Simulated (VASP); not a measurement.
# Ag (I4/mmm) in VASP: further runs

Runs on Ag. Level: PBEsol. Tasks: single point.

Program: VASP 6.6.1. These are calculated values, not measurements. Logs are shortened: lines on timing, memory, paths and dates and some standing lists are left out, and cuts for length are marked.

## (1) The cell of the first run

It takes space group I4/mmm (No. 139, tetragonal). The conventional cell has a = 3.576 Å, b = 3.576 Å, c = 3.444 Å, α = 90.00°, β = 90.00°, γ = 90.00°. Within 4.0 Å of Ag (site symmetry 4/mmm) lie 14 Ag at 3.06 to 3.58 Å.

## (2) Single point, PBEsol (strain +0.080 along x and y, +0.040 along z)

INCAR

```
ALGO = Fast
EDIFF = 1E-6
ENCUT = 520
GGA = PS
ISIF = 2
ISMEAR = 0
LASPH = T
LCHARG = F
LREAL = F
LWAVE = F
NBANDS = 12
NELM = 60
PREC = Accurate
SIGMA = 0.15
```

KPOINTS

```
k-points
0
Gamma
  20 20 20
```

POSCAR

```
Ag
1.0
   -1.7881063200      1.7881063200      1.7218801600
    1.7881063200     -1.7881063200      1.7218801600
    1.7881063200      1.7881063200     -1.7218801600
Ag
1
Direct
    0.0000000000      0.0000000000      0.0000000000
```

Potentials or basis: VASP PAW PBE potentials, release 64 (Ag).

Started as:

```console
cat potpaw_PBE.64/Ag/POTCAR > POTCAR
mpirun -np 1 vasp_std > vasp.out
```

OUTCAR:

```text
EDIFF = 1E-6
   ENCUT = 520
   GGA = PS
   ISIF = 2
   ISMEAR = 0
   LASPH = T
   LREAL = F
   NELM = 60
   PREC = Accurate

 ion  position               nearest neighbor table
   1  0.000  0.000  0.000-

  LATTYP: Found a body centered tetragonal cell.
 ALAT       =     3.5762126400
 C/A-ratio  =     0.9629629630

  Lattice vectors:

 A1 = (  -1.7881063200,   1.7881063200,   1.7218801600)
 A2 = (   1.7881063200,  -1.7881063200,   1.7218801600)
 A3 = (   1.7881063200,   1.7881063200,  -1.7218801600)

Analysis of symmetry for initial positions (statically):
=====================================================================
 Subroutine PRICEL returns:
 Original cell was already a primitive cell.

 Routine SETGRP: Setting up the symmetry group for a
 body centered tetragonal supercell.

 Subroutine GETGRP returns: Found 16 space group operations
 (whereof 16 operations were pure point group operations)
 out of a pool of 16 trial point group operations.

The static configuration has the point symmetry D_4h.

Analysis of symmetry for dynamics (positions and initial velocities):
=====================================================================
 Subroutine PRICEL returns:
 Original cell was already a primitive cell.

 Routine SETGRP: Setting up the symmetry group for a
 body centered tetragonal supercell.

 Subroutine GETGRP returns: Found 16 space group operations
 (whereof 16 operations were pure point group operations)
 out of a pool of 16 trial point group operations.

The dynamic configuration has the point symmetry D_4h.

 Subroutine INISYM returns: Found 16 space group operations
 (whereof 16 operations are pure point group operations),
 and found     1 'primitive' translations

----------------------------------------------------------------------------------------

                                     Primitive cell

  volume of cell :      22.0216

  direct lattice vectors                    reciprocal lattice vectors
    -1.788106320  1.788106320  1.721880160     0.000000000  0.279625431  0.290380255
     1.788106320 -1.788106320  1.721880160     0.279625431  0.000000000  0.290380255
     1.788106320  1.788106320 -1.721880160     0.279625431  0.279625431  0.000000000

  length of vectors
     3.059333213  3.059333213  3.059333213     0.403126623  0.403126623  0.395450077

  position of ions in fractional coordinates (direct lattice)
     0.000000000  0.000000000  0.000000000

  ion indices of the primitive-cell ions
   primitive index   ion index
                 1           1

----------------------------------------------------------------------------------------

 KPOINTS: k-points

Automatic generation of k-mesh.
 Grid dimensions read from file:
 generate k-points for:   20   20   20

 Generating k-lattice:

  Cartesian coordinates                     Fractional coordinates (reciprocal lattice)
     0.000000000  0.013981272  0.014519013     0.050000000  0.000000000  0.000000000
     0.013981272  0.000000000  0.014519013     0.000000000  0.050000000  0.000000000
     0.013981272  0.013981272  0.000000000     0.000000000  0.000000000  0.050000000

  Length of vectors
     0.020156331  0.020156331  0.019772504

  Shift w.r.t. Gamma in fractional coordinates (k-lattice)
     0.000000000  0.000000000  0.000000000

 Subroutine IBZKPT returns following result:
 ===========================================

 Found    641 irreducible k-points:

 Following reciprocal coordinates:
            Coordinates               Weight
  0.000000  0.000000  0.000000      1.000000
  0.050000  0.000000  0.000000      8.000000
  0.100000  0.000000 -0.000000      8.000000
  0.150000  0.000000 -0.000000      8.000000
  0.200000  0.000000 -0.000000      8.000000
  0.250000  0.000000 -0.000000      8.000000
[... 16 lines left out ...]
 -0.400000  0.050000 -0.000000     16.000000
 -0.350000  0.050000  0.000000     16.000000
 [... further k-points ...]
   k-points           NKPTS =    641   k-points in BZ     NKDIM =    641   number of bands    NBANDS=     12
   number of dos      NEDOS =    301   number of ions     NIONS =      1
   total plane-waves  NPLWV =  13824
   dimension x,y,z NGX =    24 NGY =   24 NGZ =   24
   dimension x,y,z NGXF=    48 NGYF=   48 NGZF=   48
   ions per type =               1
   NGX,Y,Z   is equivalent  to a cutoff of  13.04, 13.04, 13.04 a.u.
   NGXF,Y,Z  is equivalent  to a cutoff of  26.08, 26.08, 26.08 a.u.
 SYSTEM =  unknown system
   PREC   = accura    normal or accurate (medium, high low for compatibility)
   ISTART =      0    job   : 0-new  1-cont  2-samecut
   ICHARG =      2    charge: 1-file 2-atom 10-const
   ISPIN  =      1    spin polarized calculation?
   LNONCOLLINEAR =      F non collinear calculations
   LSORBIT =      F    spin-orbit coupling
   LASPH  =      T    aspherical Exc in radial PAW
   ENCUT  =  520.0 eV  38.22 Ry    6.18 a.u.   5.69  5.69  5.69*2*pi/ulx,y,z
   NELM   =     60;   NELMIN=  2; NELMDL= -5     # of ELM steps
   EDIFF  = 0.1E-05   stopping-criterion for ELM
   LREAL  =      F    real-space projection
   EDIFFG = 0.1E-04   stopping-criterion for IOM
   NSW    =      0    number of steps for IOM
   IBRION =     -1    ionic relax: 0-MD 1-quasi-New 2-CG
   NFREE  =      0    steps in history (QN), initial steepest desc. (CG)
   ISIF   =      2    stress and relaxation
   ISYM   =      2    0-nonsym 1-usesym 2-fastsym
   POTIM  = 0.5000    time-step for ionic-motion
   TEBEG  =    0.0;   TEEND  =   0.0 temperature during run
   PSTRESS=    0.0 pullay stress
   NELECT =      11.0000    total number of electrons
   NUPDOWN=      -1.0000    fix difference up-down
   EMIN   =  10.00;   EMAX   =-10.00  energy-range for DOS
   EFERMI =   0.00;   METHOD = LEGACY
   ISMEAR =     0;   SIGMA  =   0.15  broadening in eV -4-tet -1-fermi 0-gaus
   EFERMI_NEDOS =   21; number of points for ismear=-14 and -15
   IALGO  =     68    algorithm
   IMIX   =      4    mixing-type and parameters
     AMIX     =   0.40;   BMIX     =  1.00
     AMIX_MAG =   1.60;   BMIX_MAG =  1.00
  volume/ion in A,a.u.               =      22.02       148.61
  Fermi-wavevector in a.u.,A,eV,Ry     =   1.298940  2.454641 22.956375  1.687246
  Thomas-Fermi vector in A             =   2.430236
   LORBIT       =      0    0 simple, 1 ext, 2 COOP (PROOUT), +10 PAW based schemes
   GGA     = PS    functional components
   LHFCALC =     F    Hartree Fock is set to
   AEXX    =    0.0000 exact exchange contribution
   IVDW    =     0    specifies the selected vdW correction
   LEPSILON=     F    determine dielectric tensor
   LRPA    =     F    only Hartree local field effects (RPA)
 non-spin polarized calculation
 RMM-DIIS sequential band-by-band and
 Gauss-broadening in eV      SIGMA  =   0.15
  energy-cutoff  :      520.00
  volume of cell :       22.02
 maximum number of plane-waves:       606
   NGX = 11   NGY = 11   NGZ = 11

 number of electron      10.9999999 magnetization

 Free energy of the ion-electron system (eV)
  ---------------------------------------------------
  ext. energy  EPLUGINS =         0.00000000
  ---------------------------------------------------
  free energy    TOTEN  =        -2.95163755 eV

  energy without entropy =       -2.94809814  energy(sigma->0) =       -2.94986785

 E-fermi :   5.1758     XC(G=0): -10.9506

 val. band max:        5.1675668759   @ k =  -0.0500   0.4500   0.0500
 cond. band min:       5.1780481764   @ k =   0.5000   0.1000   0.0500
 fundamental gap:      0.0104813005
 Fermi energy:         5.1758039949

 k-point     1 :       0.0000    0.0000    0.0000
  band No.  band energies     occupation
      1      -0.9711      2.00000
      2       0.9911      2.00000
      3       1.1070      2.00000
      4       1.1070      2.00000
      5       1.8724      2.00000
      6       1.9997      2.00000
      7      21.7988      0.00000
      8      21.7988      0.00000
      9      22.4140      0.00000
     10      24.6911      0.00000
     11      24.6911      0.00000
     12      25.3367      0.00000

 k-point     2 :       0.0500    0.0000    0.0000
  band No.  band energies     occupation
      1      -0.9023      2.00000
      2       0.9975      2.00000
      3       1.1090      2.00000
      4       1.1190      2.00000
      5       1.8719      2.00000
      6       1.9888      2.00000
      7      21.6420      0.00000
      8      21.7981      0.00000
      9      22.1901      0.00000
     10      24.1012      0.00000
     11      24.2638      0.00000
     12      24.6296      0.00000

 k-point     3 :       0.1000    0.0000   -0.0000
  band No.  band energies     occupation
      1      -0.7011      2.00000
      2       0.9827      2.00000
      3       1.1163      2.00000
      4       1.1886      2.00000
      5       1.8688      2.00000
      6       1.9637      2.00000
      7      20.8114      0.00000
      8      21.5777      0.00000
      9      21.7879      0.00000
     10      23.3346      0.00000
     11      23.3481      0.00000
     12      24.0686      0.00000
[... 286 lines left out ...]
 k-point    23 :      -0.4000    0.0500   -0.0000
  band No.  band energies     occupation
      1       0.2454      2.00000
      2       0.6102      2.00000
      3       1.8933      2.00000
      4       1.9709      2.00000
      5       2.2507      2.00000
      6       3.6405      2.00000
      7      11.0838      0.00000
      8      17.2059      0.00000
      9      17.8654      0.00000
     10      22.1126      0.00000
     11      23.0094      0.00000
     12      27.7486      0.00000

 k-point    24 :      -0.3500    0.0500    0.0000
  band No.  band energies     occupation
      1       0.3030      2.00000
      2       0.6734      2.00000
      3       1.8617      2.00000
      4       1.9134      2.00000
      5       2.0290      2.00000
      6       2.7531      2.00000
      7      12.7784      0.00000
      8      17.6911      0.00000
      9      18.4747      0.00000
     10      22.0998      0.00000
     11      23.0755      0.00000
     12      26.7960      0.00000

 [... further k-points ...]
[... 5 lines left out ...]
  --------------------------------------------------------------------------------------
  -------------------------------------------------------------------------------------
  Total       -1.9568593     -1.9568593     -2.0115319      0.0000000      0.0000000      0.0000000
  in kB     -142.3706946   -142.3706946   -146.3483816      0.0000000      0.0000000      0.0000000
  external PRESSURE =    -143.6965903 kB  Pullay stress =       0.0000000 kB

 VOLUME and BASIS-vectors are now :
 -----------------------------------------------------------------------------
  energy-cutoff  :      520.00
  volume of cell :       22.02
      direct lattice vectors                 reciprocal lattice vectors
    -1.788106320  1.788106320  1.721880160     0.000000000  0.279625431  0.290380255
     1.788106320 -1.788106320  1.721880160     0.279625431  0.000000000  0.290380255
     1.788106320  1.788106320 -1.721880160     0.279625431  0.279625431  0.000000000

 POSITION                                       TOTAL-FORCE (eV/Angst)
 -----------------------------------------------------------------------------------
      0.00000      0.00000      0.00000        -0.000000     -0.000000      0.000000
 -----------------------------------------------------------------------------------
    total drift:                                0.000000      0.000000      0.000000

  FREE ENERGIE OF THE ION-ELECTRON SYSTEM (eV)
  ---------------------------------------------------
  free  energy   TOTEN  =        -2.9516375494 eV

  energy  without entropy=       -2.9480981408  energy(sigma->0) =       -2.94986785
```

Wall time 37 s (1 thread of Intel Xeon 6975P-C (Granite Rapids), shared host); peak memory 0.27 GiB.

Results:

```yaml
Free_energy: -2.9516 eV
Pressure: -14.4 GPa
```

Stress tensor (GPa, compression positive):
```
-14.24   0.00   0.00
  0.00 -14.24   0.00
  0.00   0.00 -14.63
```

Caveat: the cell differs from its parent crystal (strain +0.080 along x and y, +0.040 along z); the PAW data sets were made with another functional, which shifts forces and pressure a little.

## (3) Single point, PBEsol (strain -0.080 along x and y, -0.040 along z)

INCAR

```
SYSTEM = Ag
  PREC = Accurate
  ENCUT = 520
  EDIFF = 1E-6
  ISMEAR = 0
  SIGMA = 0.15
  LREAL = .FALSE.
  LASPH = .TRUE.
  NELM = 80
  ALGO = Fast
  ISIF = 2
  LWAVE = .FALSE.
  LCHARG = .FALSE.
  GGA = PS
  NBANDS = 12
```

KPOINTS

```
Automatic mesh
0
G
  20 20 20
  0 0 0
```

POSCAR

```
Ag
1.0
   -1.5232016800      1.5232016800      1.5894278400
    1.5232016800     -1.5232016800      1.5894278400
    1.5232016800      1.5232016800     -1.5894278400
Ag
1
Direct
    0.0000000000      0.0000000000      0.0000000000
```

Potentials or basis: VASP PAW PBE potentials, release 64 (Ag).

Started as:

```console
cat potpaw_PBE.64/Ag/POTCAR > POTCAR
mpirun -np 1 vasp_std > vasp.out
```

Wall time 34 s (1 thread of Intel Xeon 6975P-C (Granite Rapids), shared host); peak memory 0.22 GiB.

It converged, with:

* Free energy: -3.1586 eV
* Pressure: 20.7 GPa

Stress tensor (GPa, compression positive):
```
20.40  0.00  0.00
 0.00 20.40  0.00
 0.00  0.00 21.41
```

Levels at points of the mesh, in eV from the Fermi level:
| k point | band 4 | band 5 | band 6 | band 7 | band 8 | band 9 |
| --- | --- | --- | --- | --- | --- | --- |
| (0.00, 0.00, 0.00) | -5.40 | -4.02 | -3.74 | 17.81 | 18.60 | 18.60 |
| (0.50, 0.00, 0.00) | -3.67 | -2.57 | -0.66 | 4.89 | 13.93 | 16.13 |
| (0.50, 0.50, 0.00) | -3.60 | -2.51 | -0.37 | 5.35 | 13.30 | 15.05 |
| (0.50, 0.50, 0.50) | -2.84 | -2.84 | 6.34 | 7.68 | 7.68 | 14.00 |

Caveat: the cell differs from its parent crystal (strain -0.080 along x and y, -0.040 along z); the PAW data sets were made with another functional, which shifts forces and pressure a little.
